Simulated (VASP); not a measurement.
# TePb (Fm-3m) in VASP: notebook

Runs on TePb. Level: LDA. Tasks: elastic constants.

Program: VASP 6.6.1. These are calculated values, not measurements. Logs are shortened: lines on timing, memory, paths and dates and some standing lists are left out, and cuts for length are marked.

## 1. The cell of the first run

The structure is cubic, space group Fm-3m (No. 225). The conventional cell has a = 6.151 Å, b = 6.151 Å, c = 6.151 Å, α = 90.00°, β = 90.00°, γ = 90.00°. Within 4.0 Å of Te (site symmetry m-3m) lie 6 Pb at 3.08 Å. Within 4.0 Å of Pb (site symmetry m-3m) lie 6 Te at 3.08 Å.

## 2. Elastic constants, LDA

The input, INCAR:

```
SYSTEM = TePb
PREC     = Accurate       ! precision mode
ENCUT    = 600            ! plane-wave cutoff, eV
EDIFF    = 1E-8           ! SCF threshold, eV
ISMEAR   = 0              ! smearing method
SIGMA    = 0.01           ! smearing width, eV
LREAL    = .False.        ! projectors in reciprocal space
LASPH    = .True.         ! aspherical terms in the spheres
NELM     = 100            ! most SCF steps
ALGO     = Normal         ! electronic algorithm
ISIF     = 3              ! what is computed and relaxed
LWAVE    = .False.        ! write WAVECAR
LCHARG   = .False.        ! write CHGCAR
GGA      = CA             ! functional
IBRION   = 6              ! ionic algorithm
NFREE    = 2            
POTIM    = 0.015          ! step
NSW      = 1              ! ionic steps
```

The input, KPOINTS:

```
regular mesh
0
Gamma
  6 6 6
  0 0 0
```

The input, POSCAR:

```
TePb
1.0
    0.0000000000      3.0755994117      3.0755994117
    3.0755994117      0.0000000000      3.0755994117
    3.0755994117      3.0755994117      0.0000000000
Te Pb
1 1
Direct
    0.5000000000      0.5000000000      0.5000000000
    0.0000000000      0.0000000000      0.0000000000
```

Potentials or basis: VASP PAW LDA potentials, release 64 (Te, Pb_d).

On the command line:

```sh
> cat potpaw_LDA.64/Te/POTCAR potpaw_LDA.64/Pb_d/POTCAR > POTCAR
> mpirun -np 1 vasp_std > vasp.out
```

OUTCAR:

```text
SYSTEM = TePb
   PREC = Accurate
   ENCUT = 600
   EDIFF = 1E-8
   ISMEAR = 0
   LREAL = .False.
   LASPH = .True.
   NELM = 100
   ISIF = 3
   GGA = CA
   IBRION = 6
   NFREE = 2
   POTIM = 0.015
   NSW = 1

 ion  position               nearest neighbor table
   1  0.500  0.500  0.500-   2 3.08   2 3.08   2 3.08   2 3.08   2 3.08   2 3.08
   2  0.000  0.000  0.000-   1 3.08   1 3.08   1 3.08   1 3.08   1 3.08   1 3.08

  LATTYP: Found a face centered cubic cell.
 ALAT       =     6.1511988234

  Lattice vectors:

 A1 = (   0.0000000000,   3.0755994117,   3.0755994117)
 A2 = (   3.0755994117,   0.0000000000,   3.0755994117)
 A3 = (   3.0755994117,   3.0755994117,   0.0000000000)

Analysis of symmetry for initial positions (statically):
=====================================================================
 Subroutine PRICEL returns:
 Original cell was already a primitive cell.

 Routine SETGRP: Setting up the symmetry group for a
 face centered cubic supercell.

 Subroutine GETGRP returns: Found 48 space group operations
 (whereof 48 operations were pure point group operations)
 out of a pool of 48 trial point group operations.

The static configuration has the point symmetry O_h .

Analysis of symmetry for dynamics (positions and initial velocities):
=====================================================================
 Subroutine PRICEL returns:
 Original cell was already a primitive cell.

 Routine SETGRP: Setting up the symmetry group for a
 face centered cubic supercell.

 Subroutine GETGRP returns: Found 48 space group operations
 (whereof 48 operations were pure point group operations)
 out of a pool of 48 trial point group operations.

The dynamic configuration has the point symmetry O_h .

 Subroutine INISYM returns: Found 48 space group operations
 (whereof 48 operations are pure point group operations),
 and found     1 'primitive' translations

----------------------------------------------------------------------------------------

                                     Primitive cell

  volume of cell :      58.1861

  direct lattice vectors                    reciprocal lattice vectors
     0.000000000  3.075599412  3.075599412    -0.162569936  0.162569936  0.162569936
     3.075599412  0.000000000  3.075599412     0.162569936 -0.162569936  0.162569936
     3.075599412  3.075599412  0.000000000     0.162569936  0.162569936 -0.162569936

  length of vectors
     4.349554400  4.349554400  4.349554400     0.281579389  0.281579389  0.281579389

  position of ions in fractional coordinates (direct lattice)
     0.500000000  0.500000000  0.500000000
     0.000000000  0.000000000  0.000000000

  ion indices of the primitive-cell ions
   primitive index   ion index
                 1           1
                 2           2

----------------------------------------------------------------------------------------

 KPOINTS: regular mesh

Automatic generation of k-mesh.
 Grid dimensions read from file:
 generate k-points for:    6    6    6

 Generating k-lattice:

  Cartesian coordinates                     Fractional coordinates (reciprocal lattice)
[... 103 lines left out ...]

  FORCE on cell =-STRESS in cart. coord.  units (eV):
  Direction    XX          YY          ZZ          XY          YZ          ZX
  --------------------------------------------------------------------------------------
  -------------------------------------------------------------------------------------
  Total        2.5930151      2.5930151      2.5930151      0.0000000      0.0000000     -0.0000000
  in kB       71.3996888     71.3996888     71.3996888      0.0000000      0.0000000     -0.0000000
  external PRESSURE =      71.3996888 kB  Pullay stress =       0.0000000 kB
[... 89 lines left out ...]
  FREE ENERGIE OF THE ION-ELECTRON SYSTEM (eV)
  ---------------------------------------------------
  free  energy   TOTEN  =        -8.5878710038 eV

  energy  without entropy=       -8.5878710038  energy(sigma->0) =       -8.58787100

[... ionic steps 4 to 14 ...]

--------------------------------------- Ionic step       15  -------------------------------------------

 number of electron      20.0000002 magnetization

------------------------ aborting loop because EDIFF is reached ----------------------------------------
[... 67 lines left out ...]
--------------------------------------- Ionic step       17  -------------------------------------------

 number of electron      20.0000001 magnetization

 Free energy of the ion-electron system (eV)
  ---------------------------------------------------
  ext. energy  EPLUGINS =         0.00000000
  ---------------------------------------------------
  free energy    TOTEN  =        -8.63612265 eV

  energy without entropy =       -8.63612265  energy(sigma->0) =       -8.63612265

 E-fermi :   7.6058     XC(G=0): -10.2381

 val. band max:        7.5641769618   @ k =   0.5000   0.0000   0.0000
 cond. band min:       7.8327091375   @ k =   0.5000   0.0000   0.0000
 fundamental gap:      0.2685321757
 Fermi energy:         7.6057559977

 k-point     1 :       0.0000    0.0000    0.0000
  band No.  band energies     occupation
      1      -9.5137      2.00000
      2      -9.5136      2.00000
      3      -9.4859      2.00000
      4      -9.4859      2.00000
      5      -9.4859      2.00000
      6      -5.9087      2.00000
      7       2.2418      2.00000
      8       5.5481      2.00000
      9       5.5487      2.00000
     10       5.5487      2.00000
     11      11.6206      0.00000
     12      11.6206      0.00000
     13      11.6231      0.00000
     14      12.9212      0.00000
[... 377 lines left out ...]
      1      -9.5960      2.00000
      2      -9.5241      2.00000
      3      -9.4795      2.00000
      4      -9.4600      2.00000
      5      -9.4489      2.00000
      6      -3.5748      2.00000
      7      -1.4538      2.00000
      8       2.5165      2.00000
      9       4.8135      2.00000
     10       5.3475      2.00000
     11      10.4902      0.00000
     12      10.5350      0.00000
     13      13.2100      0.00000
     14      13.3291      0.00000

 [... further k-points ...]

------------------------ aborting loop because EDIFF is reached ----------------------------------------

  FORCE on cell =-STRESS in cart. coord.  units (eV):
  Direction    XX          YY          ZZ          XY          YZ          ZX
  --------------------------------------------------------------------------------------
  -------------------------------------------------------------------------------------
  Total        2.5977867      2.5920928      2.5920928      0.0000000     -0.0000000     -0.0000000
  in kB       71.5310782     71.3742950     71.3742950      0.0000000     -0.0000000     -0.0000000
  external PRESSURE =      71.4265561 kB  Pullay stress =       0.0000000 kB
[... 17 lines left out ...]
  FREE ENERGIE OF THE ION-ELECTRON SYSTEM (eV)
  ---------------------------------------------------
  free  energy   TOTEN  =        -8.6361226479 eV

  energy  without entropy=       -8.6361226479  energy(sigma->0) =       -8.63612265

 INTERNAL STRAIN TENSORS FROM STRAINED CELLS
 ============================================

 INTERNAL STRAIN TENSOR FOR ION    1 for displacements in x,y,z  (eV/Angst):
          X           Y           Z          XY          YZ          ZX
  --------------------------------------------------------------------------------
  x    -0.00000     0.00000    -0.00000     0.00000     0.00000     0.00000
  y     0.00000     0.00000     0.00000    -0.00000    -0.00000     0.00000
  z     0.00000    -0.00000    -0.00000     0.00000    -0.00000    -0.00000

 INTERNAL STRAIN TENSORS FROM DISPLACED ATOMS
 ============================================

 INTERNAL STRAIN TENSOR FOR ION    1 for displacements in x,y,z  (eV/Angst):
          X           Y           Z          XY          YZ          ZX
  --------------------------------------------------------------------------------
  x     0.00000     0.00000     0.00000     0.00000     0.00000     0.00000
  y     0.00000     0.00000     0.00000     0.00000     0.00000     0.00000
  z     0.00000     0.00000     0.00000     0.00000     0.00000     0.00000

 INTERNAL STRAIN TENSOR FOR ION    2 for displacements in x,y,z  (eV/Angst):
          X           Y           Z          XY          YZ          ZX
  --------------------------------------------------------------------------------
  x     0.00000     0.00000     0.00000     0.00000     0.00000     0.00000
  y     0.00000     0.00000     0.00000     0.00000     0.00000     0.00000
  z     0.00000     0.00000     0.00000     0.00000     0.00000     0.00000

 Eigenvectors and eigenvalues of the dynamical matrix
 ----------------------------------------------------

   1 f  =    2.054403 THz    12.908194 2PiTHz   68.527502 cm-1     8.496324 meV
             X         Y         Z           dx          dy          dz
      3.075599  3.075599  3.075599     0.785481   -0.000000    0.000000
      0.000000  0.000000  0.000000    -0.618886    0.000000    0.000000
[... 21 lines left out ...]
   6 f/i=    0.004010 THz     0.025193 2PiTHz    0.133747 cm-1     0.016583 meV
             X         Y         Z           dx          dy          dz
      3.075599  3.075599  3.075599    -0.437618    0.437618    0.000000
      0.000000  0.000000  0.000000    -0.555419    0.555419    0.000000

--------------------------------------------------------------------------------------------------------

 ELASTIC MODULI CONTR FROM IONIC RELAXATION (kBar)
 Direction    XX          YY          ZZ          XY          YZ          ZX
 --------------------------------------------------------------------------------
 XX           0.0000      0.0000      0.0000      0.0000      0.0000      0.0000
 YY           0.0000      0.0000      0.0000      0.0000      0.0000      0.0000
 ZZ           0.0000      0.0000      0.0000      0.0000      0.0000      0.0000
 XY           0.0000      0.0000      0.0000      0.0000      0.0000      0.0000
 YZ           0.0000      0.0000      0.0000      0.0000      0.0000      0.0000
 ZX           0.0000      0.0000      0.0000      0.0000      0.0000      0.0000
 --------------------------------------------------------------------------------

 TOTAL ELASTIC MODULI (kBar)
 Direction    XX          YY          ZZ          XY          YZ          ZX
 --------------------------------------------------------------------------------
 XX        2132.4178     33.3919     33.3919      0.0000      0.0000     -0.0000
 YY          33.3919   2132.4178     33.3919      0.0000      0.0000     -0.0000
 ZZ          33.3919     33.3919   2132.4178      0.0000     -0.0000      0.0000
 XY           0.0000      0.0000      0.0000    145.5553      0.0000     -0.0000
 YZ           0.0000      0.0000     -0.0000      0.0000    145.5553     -0.0000
 ZX          -0.0000     -0.0000      0.0000     -0.0000     -0.0000    145.5553
 --------------------------------------------------------------------------------
```

It took 3.7 min on 1 thread of Intel Xeon 6975P-C (Granite Rapids), shared host; peak memory 0.24 GiB.

Results:

- Elastic constants C11, C12, C44: 213, 3, 15 GPa
- Voigt bulk modulus: 73 GPa
- Highest phonon frequency at Γ, LO-TO splitting left out: 69 cm⁻¹

Phonon frequencies in cm⁻¹ (negative: imaginary):
```tsv
q point	frequencies
(0.000, 0.000, 0.000)	0 0 0 69 69 69
```

Elastic tensor in Voigt notation (GPa, in the Cartesian axes of the cell as first typed):
```
213   3   3   0   0   0
  3 213   3   0   0   0
  3   3 213   0   0   0
  0   0   0  15   0   0
  0   0   0   0  15   0
  0   0   0   0   0  15
```

Clamped-ion elastic tensor (GPa):
```
213   3   3   0   0   0
  3 213   3   0   0   0
  3   3 213   0   0   0
  0   0   0  15   0   0
  0   0   0   0  15   0
  0   0   0   0   0  15
```

Caveat: the cell is under stress, which shifts elastic constants; spin-orbit coupling is left out, which moves the levels of the heavy elements.

## 3. Elastic constants, LDA

This run uses another cell than the first one, of 30.31 Å³/atom.

The input, INCAR:

```
PREC = Accurate
ENCUT = 600
EDIFF = 1E-8
ISMEAR = 0
SIGMA = 0.01
LREAL = F
LASPH = T
NELM = 100
ALGO = Normal
ISIF = 3
LWAVE = F
LCHARG = T
NBANDS = 17
IBRION = 6
NFREE = 2
POTIM = 0.015
NSW = 1
```

The input, KPOINTS:

```
regular mesh
0
Gamma
  6 6 6
```

The input, POSCAR:

```
TePb
1.0
    0.0000000000      3.1180622003      3.1180622003
    3.1180622003      0.0000000000      3.1180622003
    3.1180622003      3.1180622003      0.0000000000
Te Pb
1 1
Direct
    0.5000000000      0.5000000000      0.5000000000
    0.0000000000      0.0000000000      0.0000000000
```

Potentials or basis: VASP PAW LDA potentials, release 64 (Te, Pb_d).

On the command line:

```sh
> cat potpaw_LDA.64/Te/POTCAR potpaw_LDA.64/Pb_d/POTCAR > POTCAR
> mpirun -np 1 vasp_std > vasp.out
```

Wall time 4.6 min (1 thread of Intel Xeon 6975P-C (Granite Rapids), shared host); peak memory 0.3 GiB.

It converged, with:

* Elastic constants C11, C12, C44: 183, 4, 15 GPa
* Voigt bulk modulus: 64 GPa
* Highest phonon frequency at Γ, LO-TO splitting left out: 59 cm⁻¹

Phonon frequencies in cm⁻¹ (negative: imaginary):
```csv
q point,frequencies
"(0.000, 0.000, 0.000)",0 0 0 59 59 59
```

Elastic tensor in Voigt notation (GPa, in the Cartesian axes of the cell as first typed):
```
183   4   4   0   0   0
  4 183   4   0   0   0
  4   4 183   0   0   0
  0   0   0  15   0   0
  0   0   0   0  15   0
  0   0   0   0   0  15
```

Clamped-ion elastic tensor (GPa):
```
183   4   4   0   0   0
  4 183   4   0   0   0
  4   4 183   0   0   0
  0   0   0  15   0   0
  0   0   0   0  15   0
  0   0   0   0   0  15
```

Caveat: the cell is under stress, which shifts elastic constants; spin-orbit coupling is left out, which moves the levels of the heavy elements.

## 4. Elastic constants, LDA

This run uses another cell than the first one, of 31.29 Å³/atom.

The input, INCAR:

```
ALGO = Normal
EDIFF = 1E-8
ENCUT = 600
IBRION = 6
ISIF = 3
ISMEAR = 0
LASPH = T
LCHARG = T
LREAL = F
LWAVE = F
NBANDS = 17
NELM = 60
NFREE = 2
NSW = 1
POTIM = 0.015
PREC = Accurate
SIGMA = 0.01
```

The input, KPOINTS:

```
k-points
0
Gamma
  6 6 6
```

The input, POSCAR:

```
TePb
1.0
    0.0000000000      3.1510822474      3.1510822474
    3.1510822474      0.0000000000      3.1510822474
    3.1510822474      3.1510822474      0.0000000000
Te Pb
1 1
Direct
    0.5000000000      0.5000000000      0.5000000000
    0.0000000000      0.0000000000      0.0000000000
```

On the command line:

```sh
> cat potpaw_LDA.64/Te/POTCAR potpaw_LDA.64/Pb_d/POTCAR > POTCAR
> mpirun -np 1 vasp_std > vasp.out
```

Run time: 4.8 min. Hardware: 1 thread of Intel Xeon 6975P-C (Granite Rapids), shared host; peak memory 0.3 GiB.

The run converged. Its results:

```
Elastic constants C11, C12, C44                         : 161, 5, 15 GPa
Voigt bulk modulus                                      : 57 GPa
Highest phonon frequency at Γ, LO-TO splitting left out : 50 cm⁻¹
```

Phonon frequencies in cm⁻¹ (negative: imaginary):
```
              q point     frequencies
(0.000, 0.000, 0.000)  0 0 0 50 50 50
```

Elastic tensor in Voigt notation (GPa, in the Cartesian axes of the cell as first typed):
```
161   5   5   0   0   0
  5 161   5   0   0   0
  5   5 161   0   0   0
  0   0   0  15   0   0
  0   0   0   0  15   0
  0   0   0   0   0  15
```

Clamped-ion elastic tensor (GPa):
```
161   5   5   0   0   0
  5 161   5   0   0   0
  5   5 161   0   0   0
  0   0   0  15   0   0
  0   0   0   0  15   0
  0   0   0   0   0  15
```

Caveat: the cell is under stress, which shifts elastic constants; spin-orbit coupling is left out, which moves the levels of the heavy elements.
